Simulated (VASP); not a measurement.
# Be17Se16 (a cell with a defect) in VASP: single point with PBEsol

Aim: the single point of Be17Se16 (a cell with a defect) with PBEsol.

Program: VASP 6.6.1. These are calculated values, not measurements. Logs are shortened: lines on timing, memory, paths and dates and some standing lists are left out, and cuts for length are marked.

### Step 1. The cell of the first run

The cell holds a defect, 33 atoms: a = 8.883 Å, b = 8.883 Å, c = 8.883 Å, α = 109.47°, β = 109.47°, γ = 109.47°.

### Step 2. Single point, PBEsol, collinear spin (with an interstitial atom, then relaxed in part)

Contents of INCAR:

```
SYSTEM = Be17Se16
PREC = Accurate ; ENCUT = 520
EDIFF = 1E-6 ; ISMEAR = 0
SIGMA = 0.01 ; LREAL = Auto
LASPH = .True. ; NELM = 200
ALGO = Normal ; ISIF = 2
LWAVE = .False. ; LCHARG = .False.
ISPIN = 2 ; MAGMOM = 0 0 0.091 0 0 0.091 0 0 0.091 0 0 0 0 0 0.091 0 0.091 0.091 0 0.091 0 0.091 0.091 0 0 0 0 0.091 0 0 0 0.091 0
LORBIT = 11 ; GGA = PS
NELECT = 129.0 ; NBANDS = 91
GGA_COMPAT = .False.
```

Contents of KPOINTS:

```
Automatic mesh
0
Gamma
  2 2 2
  0.5 0.5 0.5
```

Contents of POSCAR:

```
Be17Se16
1.0
   -5.1287175262     -5.1287175262     -5.1287175262
   -5.1287175262      5.1287175262      5.1287175262
    5.1287175262      5.1287175262     -5.1287175262
Be Se
17 16
Direct
    0.7528124893      0.0000000000      0.2509166272
    0.5009166272      0.0000000000      0.5028124893
    0.2500000000      0.0000000000      0.7413669336
    0.7471875107      0.4971875107      0.7481041379
    0.7528124893      0.2509166272      0.0000000000
    0.5086330664      0.2586330664      0.2586330664
    0.2500000000      0.2509166272      0.5028124893
   -0.0009166272      0.2518958621      0.7490833728
   -0.0086330664      0.0000000000      0.0000000000
    0.7471875107      0.7481041379      0.4971875107
    0.5018958621      0.7490833728      0.7490833728
    0.5009166272      0.5028124893      0.0000000000
    0.2500000000      0.5028124893      0.2509166272
   -0.0018958621      0.4971875107      0.4971875107
    0.2500000000      0.7413669336      0.0000000000
   -0.0009166272      0.7490833728      0.2518958621
    0.2500000000      0.0000000000      0.0000000000
    0.5010412737      0.0000000000      0.2510412737
    0.2500000000      0.0000000000      0.4965150579
   -0.0010412737      0.0000000000      0.7489587263
    0.5000000000      0.5000000000      0.7500000000
    0.5010412737      0.2510412737      0.0000000000
    0.2500000000      0.2510412737      0.2510412737
    0.0000000000      0.2500000000      0.5000000000
    0.7500000000      0.2500000000      0.7500000000
    0.7465150579      0.0000000000      0.0000000000
    0.5000000000      0.7500000000      0.5000000000
    0.2500000000      0.7489587263      0.7489587263
    0.2500000000      0.4965150579      0.0000000000
    0.0000000000      0.5000000000      0.2500000000
    0.7534849421      0.5034849421      0.5034849421
   -0.0010412737      0.7489587263      0.0000000000
    0.7500000000      0.7500000000      0.2500000000
```

Potentials or basis: VASP PAW PBE potentials, release 64 (Be, Se).

The run is started by

```sh
> cat potpaw_PBE.64/Be/POTCAR potpaw_PBE.64/Se/POTCAR > POTCAR
> mpirun -np 1 vasp_std > vasp.out
```

OUTCAR:

```text
SYSTEM = Be17Se16
   PREC = Accurate
   ENCUT = 520
   EDIFF = 1E-6
   ISMEAR = 0
   LREAL = Auto
   LASPH = .True.
   NELM = 200
   ISIF = 2
   ISPIN = 2
   LORBIT = 11
   GGA = PS
   NELECT = 129.0

 ion  position               nearest neighbor table
   1  0.753  0.000  0.251-  24 2.21  33 2.21  26 2.21  18 2.24
   2  0.501  0.000  0.503-  25 2.21  27 2.21  19 2.21  18 2.24
   3  0.250  0.000  0.741-  19 2.18  22 2.25  20 2.25  28 2.25  17 2.30
   4  0.747  0.497  0.748-  21 2.21  25 2.21  31 2.21  32 2.24
   5  0.753  0.251  0.000-  25 2.21  30 2.21  26 2.21  22 2.24
   6  0.509  0.259  0.259-  31 2.18  22 2.25  23 2.25  18 2.25  17 2.30
   7  0.250  0.251  0.503-  21 2.21  24 2.21  19 2.21  23 2.24
   8  0.999  0.252  0.749-  24 2.21  25 2.21  29 2.21  20 2.24
   9  0.991  0.000  0.000-  26 2.18  23 2.25  20 2.25  32 2.25  17 2.30
  10  0.747  0.748  0.497-  27 2.21  33 2.21  31 2.21  20 2.24
  11  0.502  0.749  0.749-  27 2.21  21 2.21  26 2.21  28 2.24
  12  0.501  0.503  0.000-  21 2.21  33 2.21  29 2.21  22 2.24
  13  0.250  0.503  0.251-  27 2.21  30 2.21  29 2.21  23 2.24
  14  0.998  0.497  0.497-  24 2.21  30 2.21  31 2.21  28 2.24
  15  0.250  0.741  0.000-  29 2.18  28 2.25  18 2.25  32 2.25  17 2.30
  16  0.999  0.749  0.252-  30 2.21  33 2.21  19 2.21  32 2.24
  17  0.250  0.000  0.000-   3 2.30   6 2.30   9 2.30  15 2.30  18 2.58  20 2.58  22 2.58  23 2.58
                            28 2.58  32 2.58
  18  0.501  0.000  0.251-   1 2.24   2 2.24   6 2.25  15 2.25  17 2.58
  19  0.250  0.000  0.497-   3 2.18   2 2.21   7 2.21  16 2.21
  20  0.999  0.000  0.749-   8 2.24  10 2.24   9 2.25   3 2.25  17 2.58
  21  0.500  0.500  0.750-   7 2.21   4 2.21  11 2.21  12 2.21
  22  0.501  0.251  0.000-   5 2.24  12 2.24   6 2.25   3 2.25  17 2.58
  23  0.250  0.251  0.251-   7 2.24  13 2.24   6 2.25   9 2.25  17 2.58
  24  0.000  0.250  0.500-   8 2.21   7 2.21   1 2.21  14 2.21
  25  0.750  0.250  0.750-   2 2.21   4 2.21   5 2.21   8 2.21
  26  0.747  0.000  0.000-   9 2.18   5 2.21   1 2.21  11 2.21
  27  0.500  0.750  0.500-  11 2.21  10 2.21   2 2.21  13 2.21
  28  0.250  0.749  0.749-  11 2.24  14 2.24   3 2.25  15 2.25  17 2.58
  29  0.250  0.497  0.000-  15 2.18  12 2.21  13 2.21   8 2.21
  30  0.000  0.500  0.250-   5 2.21  13 2.21  14 2.21  16 2.21
  31  0.753  0.503  0.503-   6 2.18   4 2.21  10 2.21  14 2.21
  32  0.999  0.749  0.000-   4 2.24  16 2.24  15 2.25   9 2.25  17 2.58
  33  0.750  0.750  0.250-   1 2.21  10 2.21  12 2.21  16 2.21

  LATTYP: Found a body centered cubic cell.
 ALAT       =    10.2574350524

  Lattice vectors:

 A1 = (  -5.1287175262,  -5.1287175262,  -5.1287175262)
 A2 = (  -5.1287175262,   5.1287175262,   5.1287175262)
 A3 = (   5.1287175262,   5.1287175262,  -5.1287175262)

Analysis of symmetry for initial positions (statically):
=====================================================================
 Subroutine PRICEL returns:
 Original cell was already a primitive cell.

 Routine SETGRP: Setting up the symmetry group for a
 body centered cubic supercell.

 Subroutine GETGRP returns: Found 24 space group operations
 (whereof  6 operations were pure point group operations)
 out of a pool of 48 trial point group operations.

The static configuration has the point symmetry C_3v.
 The point group associated with its full space group is T_d .

Analysis of symmetry for dynamics (positions and initial velocities):
=====================================================================
 Subroutine PRICEL returns:
 Original cell was already a primitive cell.

 Routine SETGRP: Setting up the symmetry group for a
 body centered cubic supercell.

 Subroutine GETGRP returns: Found 24 space group operations
 (whereof  6 operations were pure point group operations)
 out of a pool of 48 trial point group operations.

The dynamic configuration has the point symmetry C_3v.
 The point group associated with its full space group is T_d .

Analysis of structural, dynamic, and magnetic symmetry:
=====================================================================
 Subroutine PRICEL returns:
 Original cell was already a primitive cell.

 Routine SETGRP: Setting up the symmetry group for a
 body centered cubic supercell.

 Subroutine GETGRP returns: Found 24 space group operations
 (whereof  6 operations were pure point group operations)
 out of a pool of 48 trial point group operations.

The overall configuration has the point symmetry C_3v.
 The point group associated with its full space group is T_d .

 Subroutine INISYM returns: Found 24 space group operations
[... 126 lines left out ...]
 SYSTEM =  Be17Se16
   PREC   = accura    normal or accurate (medium, high low for compatibility)
   ISTART =      0    job   : 0-new  1-cont  2-samecut
   ICHARG =      2    charge: 1-file 2-atom 10-const
   ISPIN  =      2    spin polarized calculation?
   LNONCOLLINEAR =      F non collinear calculations
   LSORBIT =      F    spin-orbit coupling
   LASPH  =      T    aspherical Exc in radial PAW
   ENCUT  =  520.0 eV  38.22 Ry    6.18 a.u.  16.52 16.52 16.52*2*pi/ulx,y,z
   NELM   =    200;   NELMIN=  2; NELMDL= -5     # of ELM steps
   EDIFF  = 0.1E-05   stopping-criterion for ELM
   LREAL  =      T    real-space projection
   EDIFFG = 0.1E-04   stopping-criterion for IOM
   NSW    =      0    number of steps for IOM
   IBRION =     -1    ionic relax: 0-MD 1-quasi-New 2-CG
   NFREE  =      0    steps in history (QN), initial steepest desc. (CG)
   ISIF   =      2    stress and relaxation
   ISYM   =      2    0-nonsym 1-usesym 2-fastsym
   POTIM  = 0.5000    time-step for ionic-motion
   TEBEG  =    0.0;   TEEND  =   0.0 temperature during run
   PSTRESS=    0.0 pullay stress
   NELECT =     129.0000    total number of electrons
   NUPDOWN=      -1.0000    fix difference up-down
   EMIN   =  10.00;   EMAX   =-10.00  energy-range for DOS
   EFERMI =   0.00;   METHOD = LEGACY
   ISMEAR =     0;   SIGMA  =   0.01  broadening in eV -4-tet -1-fermi 0-gaus
   EFERMI_NEDOS =   21; number of points for ismear=-14 and -15
   IALGO  =     38    algorithm
   IMIX   =      4    mixing-type and parameters
     AMIX     =   0.40;   BMIX     =  1.00
     AMIX_MAG =   1.60;   BMIX_MAG =  1.00
  volume/ion in A,a.u.               =      16.35       110.35
  Fermi-wavevector in a.u.,A,eV,Ry     =   1.016036  1.920030 14.045703  1.032330
  Thomas-Fermi vector in A             =   2.149357
   LORBIT       =     11    0 simple, 1 ext, 2 COOP (PROOUT), +10 PAW based schemes
   GGA     = PS    functional components
   LHFCALC =     F    Hartree Fock is set to
   AEXX    =    0.0000 exact exchange contribution
   IVDW    =     0    specifies the selected vdW correction
   LEPSILON=     F    determine dielectric tensor
   LRPA    =     F    only Hartree local field effects (RPA)
 spin polarized calculation
 Gauss-broadening in eV      SIGMA  =   0.01
  energy-cutoff  :      520.00
  volume of cell :      539.62
 maximum number of plane-waves:     14540
 NGX is ok and might be reduce to    70
   NGX = 33   NGY = 33   NGZ = 33

 number of electron     129.0000009 magnetization       0.4999886

 Free energy of the ion-electron system (eV)
  ---------------------------------------------------
  ext. energy  EPLUGINS =         0.00000000
  ---------------------------------------------------
  free energy    TOTEN  =      -156.65289892 eV

  energy without entropy =     -156.65097028  energy(sigma->0) =     -156.65193460

 E-fermi :   5.8103     XC(G=0):  -9.6813

 val. band max:        5.6910126735   @ k =  -0.2500   0.2500   0.2500
 cond. band min:       5.8133253921   @ k =  -0.2500   0.2500   0.2500
 fundamental gap:      0.1223127186
 Fermi energy:         5.8102793212

 spin component 1

 k-point     1 :       0.2500    0.2500    0.2500
  band No.  band energies     occupation
      1     -10.1191      1.00000
      2      -9.8221      1.00000
      3      -9.8221      1.00000
      4      -9.8221      1.00000
      5      -9.0190      1.00000
      6      -9.0190      1.00000
[... 147 lines left out ...]
     75       8.2458      0.00000
     76       8.3894      0.00000
 Fermi energy:         5.8102793212

 spin component 2

 k-point     1 :       0.2500    0.2500    0.2500
  band No.  band energies     occupation
      1     -10.1006      1.00000
      2      -9.8122      1.00000
      3      -9.8122      1.00000
      4      -9.8122      1.00000
      5      -9.0076      1.00000
      6      -9.0076      1.00000
[... 147 lines left out ...]
     75       8.2702      0.00000
     76       8.4070      0.00000
 [bands above 76 left out]

------------------------ aborting loop because EDIFF is reached ----------------------------------------

  FORCE on cell =-STRESS in cart. coord.  units (eV):
  Direction    XX          YY          ZZ          XY          YZ          ZX
  --------------------------------------------------------------------------------------
  -------------------------------------------------------------------------------------
  Total       -5.4116667     -5.4116667     -5.4116667      0.0000000     -0.0000000     -0.0000000
  in kB      -16.0677582    -16.0677582    -16.0677582      0.0000000     -0.0000000     -0.0000000
  external PRESSURE =     -16.0677582 kB  Pullay stress =       0.0000000 kB

 VOLUME and BASIS-vectors are now :
 -----------------------------------------------------------------------------
  energy-cutoff  :      520.00
  volume of cell :      539.62
      direct lattice vectors                 reciprocal lattice vectors
    -5.128717526 -5.128717526 -5.128717526    -0.097490259  0.000000000 -0.097490259
    -5.128717526  5.128717526  5.128717526    -0.097490259  0.097490259  0.000000000
     5.128717526  5.128717526 -5.128717526     0.000000000  0.097490259 -0.097490259

 POSITION                                       TOTAL-FORCE (eV/Angst)
 -----------------------------------------------------------------------------------
     -2.57408     -2.57408     -5.14784         0.002280      0.002280     -0.027876
      0.00972      0.00972     -5.14784        -0.002280     -0.002280     -0.027876
      2.52008      2.52008     -5.08444        -0.026223     -0.026223      0.026223
     -2.54523      2.55464     -5.11899         0.027876      0.002280     -0.002280
     -5.14784     -2.57408     -2.57408        -0.027876      0.002280      0.002280
     -2.60864      0.04428     -2.60864        -0.026223      0.026223     -0.026223
[... 25 lines left out ...]
     -8.96457     -1.28218     -1.28218        -0.054681     -0.000000      0.000000
     -6.41090      1.28218     -1.28218         0.000000     -0.000000      0.000000
 -----------------------------------------------------------------------------------
    total drift:                                0.000012     -0.000012      0.000012

  FREE ENERGIE OF THE ION-ELECTRON SYSTEM (eV)
  ---------------------------------------------------
  free  energy   TOTEN  =      -156.6528989241 eV

  energy  without entropy=     -156.6509702767  energy(sigma->0) =     -156.65193460

 total charge

# of ion       s       p       d       tot
------------------------------------------
    1        0.377   0.614   0.000   0.992
    2        0.377   0.614   0.000   0.992
    3        0.379   0.629   0.000   1.008
    4        0.377   0.614   0.000   0.992
    5        0.377   0.614   0.000   0.992
    6        0.379   0.629   0.000   1.008
[... 25 lines left out ...]
   32        1.432   2.468   0.041   3.941
   33        1.424   2.510   0.034   3.968
--------------------------------------------------
tot         29.313  50.252   0.585  80.149

 magnetization (x)

# of ion       s       p       d       tot
------------------------------------------
    1        0.000   0.004   0.000   0.005
    2        0.000   0.004   0.000   0.005
    3        0.001   0.003   0.000   0.004
    4        0.000   0.004   0.000   0.005
    5        0.000   0.004   0.000   0.005
    6        0.001   0.003   0.000   0.004
[... 25 lines left out ...]
   32        0.002   0.002   0.003   0.007
   33        0.001  -0.001   0.001   0.001
--------------------------------------------------
tot          0.108   0.086   0.028   0.222
```

Run time: 8.6 min. Hardware: 1 thread of Intel Xeon Platinum 8259CL at 2.50GHz (Skylake/Cascade Lake), shared host; peak memory 1 GiB.

Results:

- Free energy: -156.6529 eV
- Largest force: 0.055 eV/Å
- Net moment: 0.50 μB per cell
- Site moments: Be +0.01, +0.00, +0.10 (each value once); Se +0.01, +0.00 (each value once) μB
- Valence electrons inside the program's atomic spheres: Be 0.99, 1.01, 0.85 (each value once); Se 3.94, 3.98, 3.97 (each value once)

Forces in eV/Å, atoms in the order of the input:
```
Be   0.002  0.002 -0.028
Be  -0.002 -0.002 -0.028
Be  -0.026 -0.026  0.026
Be   0.028  0.002 -0.002
Be  -0.028  0.002  0.002
Be  -0.026  0.026 -0.026
Be  -0.002  0.028  0.002
Be   0.002 -0.002  0.028
Be   0.026  0.026  0.026
Be  -0.002  0.002  0.028
Be   0.002 -0.028  0.002
Be  -0.028 -0.002 -0.002
Be   0.002  0.028 -0.002
Be  -0.002 -0.028 -0.002
Be   0.026 -0.026 -0.026
Be   0.028 -0.002  0.002
Be   0.000  0.000  0.000
Se   0.000  0.000  0.055
Se   0.005  0.005 -0.005
Se   0.000  0.000 -0.055
Se   0.000  0.000  0.000
Se   0.055  0.000  0.000
Se   0.000 -0.055  0.000
Se   0.000  0.000  0.000
Se   0.000  0.000  0.000
Se  -0.005 -0.005 -0.005
Se   0.000  0.000  0.000
Se   0.000  0.055  0.000
Se  -0.005  0.005  0.005
Se   0.000  0.000  0.000
Se   0.005 -0.005  0.005
Se  -0.055  0.000  0.000
Se   0.000  0.000  0.000
```

Caveat: the k points lie up to 0.43 Å⁻¹ apart; the cell carries a net charge on a neutralising background, which shifts energy and pressure; the cell differs from its parent crystal (with an interstitial atom, then relaxed in part); the cell is charged against a uniform background, so pressure and absolute levels hang on convention; the PAW data sets were made with another functional, which shifts forces and pressure a little.
